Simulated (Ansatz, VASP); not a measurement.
# Ti3H2: VASP beside Ansatz

```
CELL_PARAMETERS angstrom
1.47789 0.85326 7.23931
-1.47789 0.85326 7.23931
0.00000 -1.70652 7.23931
ATOMIC_POSITIONS crystal
Ti 0.77951 0.77951 0.77951
Ti 0.22049 0.22049 0.22049
Ti 0.00000 0.00000 0.00000
H 0.38736 0.38736 0.38736
H 0.61264 0.61264 0.61264
```

Alike in both runs: task single point; functional PBE; k mesh 6 × 6 × 6; occupations gaussian, width 0.1 eV; collinear spin.

|  | VASP | Ansatz |
| --- | --- | --- |
| version | VASP 6.6.1 | Ansatz 0.2.0 |
| potentials or method | VASP PAW PBE potentials, release 64 (Ti_sv, H), cutoff 520 eV | scalar-relativistic, plane waves, PAW |
| valence electrons in the cell | 38 | 38 |

|  | VASP | Ansatz | Ansatz less VASP |
| --- | --- | --- | --- |
| gap on the k mesh at the Fermi level (eV) | none | none | - |
| pressure (GPa) | -0.6 | -0.4 | +0.18 |
| traceless stress, the component that is largest in VASP (GPa) | 0.26 | 0.25 | -0.006 |
| rms of the force components (eV/Å) | 0.037 | 0.035 | -0.0024 |
| net moment per atom (μB) | 0.00 | 0.00 | 0.000 |

Atom by atom the forces differ by 0.002 eV/Å (rms over components). A gap of «none» marks a metal or a gap that the smearing closes. The functional is the same, so the differences come from potentials, cutoffs and numerics. Ansatz's warnings: seeded moment not kept.

The k mesh is coarse, so the values compare programs but aren't converged.
